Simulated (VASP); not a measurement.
Write the native input for VASP 6.6.1 that does the following.

- Task: relaxation of cell and atoms
- Functional: PBE
- Potentials or basis: VASP PAW PBE potentials, release 64 (Na_pv, Pd)
- Cutoff: 600 eV
- k mesh: 6 × 6 × 2
- Occupations: gaussian, width 0.1 eV
- Spin: no spin polarisation
- Dipole correction: no
- Further INCAR settings: ALGO = Normal; EDIFF = 1e-06; IBRION = 2; EDIFFG = -0.04; NSW = 90; ISIF = 3

The structure of Na2Pd lies in POSCAR:

```
Na2Pd
1.0
    3.4573386200      0.0000000000      0.0000000000
   -1.7286693100      2.9941430700      0.0000000000
    0.0000000000      0.0000000000      8.4687154900
Na Pd
2 1
Direct
    0.3333333300      0.6666666700      0.6666666700
    0.6666666700      0.3333333300      0.3333333300
    0.0000000000      0.0000000000      0.0000000000
```

These files were run (other wordings do the same):

INCAR

```
PREC = Accurate
ENCUT = 600
EDIFF = 1E-6
ISMEAR = 0
SIGMA = 0.1
LREAL = F
LASPH = T
NELM = 100
ALGO = Normal
ISIF = 3
LWAVE = F
LCHARG = F
GGA = PE
IBRION = 2
NSW = 90
EDIFFG = -0.04
```

KPOINTS

```
Automatic mesh
0
Gamma
  6 6 2
```

Potentials or basis: VASP PAW PBE potentials, release 64 (Na_pv, Pd).

Run with:

```console
$ cat potpaw_PBE.64/Na_pv/POTCAR potpaw_PBE.64/Pd/POTCAR > POTCAR
$ mpirun -np 1 vasp_std > vasp.out
```

Results of the run:

* Relaxed volume: 22.66 Å³/atom
* Relaxed cell: a = 3.135 Å, b = 3.135 Å, c = 7.985 Å, α = 90.00°, β = 90.00°, γ = 120.00°
* Space group after relaxing (to 0.05 Å): P-3m1 (No. 164)
* Energy gained by relaxing: 283.5 meV/atom
* Ionic steps: 10
* Pressure after relaxing: -0.1 GPa
* Largest force after relaxing: 0.035 eV/Å
* Band gap on the k mesh: zero (band 12 reaches 5.74 eV, above the bottom of band 13 at 1.82 eV)

Caveat: the k points lie up to 0.39 Å⁻¹ apart in the final cell; the volume moved by over 15 % at a fixed basis, so the end points are rough.

It took 110 s on 1 thread of Intel(R) Xeon(R) Platinum 8488C (Sapphire Rapids) (shared host), peak memory 0.25 GiB.
